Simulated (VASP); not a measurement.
Runs of VASP 6.6.1 on SnTe. The structure is that of space group I4/mmm (No. 139), or close to it. The cells are those of the table. 

```csv
cell,gap on the mesh (eV),pressure (GPa)
"a = 4.410, b = 4.410, c = 4.590 Å, angles 58.6, 58.6, 62.7°, 2 atoms",0.21,(a)
"a = 4.546, b = 4.546, c = 4.324 Å, angles 61.6, 61.6, 56.8°, 2 atoms",none,0.5
"a = 4.349, b = 4.349, c = 4.849 Å, angles 56.1, 56.1, 67.8°, 2 atoms",none,6.4
"a = 4.339, b = 4.339, c = 5.011 Å, angles 54.7, 54.7, 70.5°, 2 atoms",none,14.2
"a = 4.373, b = 4.373, c = 4.712 Å, angles 57.4, 57.4, 65.2°, 2 atoms",none,(c)
"a = 4.436, b = 4.436, c = 4.525 Å, angles 59.3, 59.3, 61.3°, 2 atoms",0.21,-0.3
"a = 4.971, b = 4.971, c = 3.900 Å, angles 66.9, 66.9, 46.2°, 2 atoms",none,13.4
"a = 4.870, b = 4.870, c = 3.977 Å, angles 65.9, 65.9, 48.2°, 2 atoms",none,(b)
```

Alike in all rows: task single point; level PBEsol; potentials or basis VASP PAW PBE potentials, release 64 (Sn_d, Te); no spin polarisation; k mesh 10 × 10 × 10; cutoff (eV) 520; smearing gaussian 0.03 eV.

Problem. Fill in the values left out.

Solution. (a) 0.4; (b) 9.4; (c) 2.0.

Caveats: the PAW data sets were made with another functional, which shifts forces and pressure a little; spin-orbit coupling is left out, which moves the levels of the heavy elements; semilocal functionals underestimate gaps, and a narrow one can read as zero (at least some runs); the stress differs along the axes, from -4 to 9 GPa (at least some runs); the stress differs along the axes, from -6 to 4 GPa (at least some runs); the stress differs along the axes, from -5 to 29 GPa (at least some runs); the stress differs along the axes, from -4 to 50 GPa (at least some runs).

A k mesh can miss the band edges, and the runs leave out spin-orbit coupling on Sn, Te.

A gap of «none» marks levels without a gap at the run's occupations.
